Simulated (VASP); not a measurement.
Crystal: AgCl.

```
CELL_PARAMETERS angstrom
0.00000 2.69804 2.69804
2.69804 0.00000 2.69804
2.69804 2.69804 0.00000
ATOMIC_POSITIONS crystal
Ag 0.00000 0.00000 0.00000
Cl 0.50000 0.50000 0.50000
```

Base run:

* Program: VASP 6.6.1
* Functional: PBEsol
* Potentials or basis: VASP PAW PBE potentials, release 64 (Ag, Cl)
* Cutoff: 520 eV
* k mesh: 8 × 8 × 8
* Occupations: fermi-dirac, width 0.05 eV
* Spin: no spin polarisation

Its results: band gap on the k mesh 0.72 eV (least direct gap 3.33 eV); pressure 1.6 GPa.

The run is repeated on the same cell with these changes: functional from PBEsol to PBE. What comes out?

Band gap on the k mesh 0.90 eV (least direct gap 3.47 eV); pressure 6.5 GPa.

PBE binds less tightly than PBEsol, so the same cell stands under more pressure.

Caveats: the PAW data sets were made with another functional, which shifts forces and pressure a little (at least some runs); the cell stands under pressure (at least some runs).

A k mesh can miss the band edges.
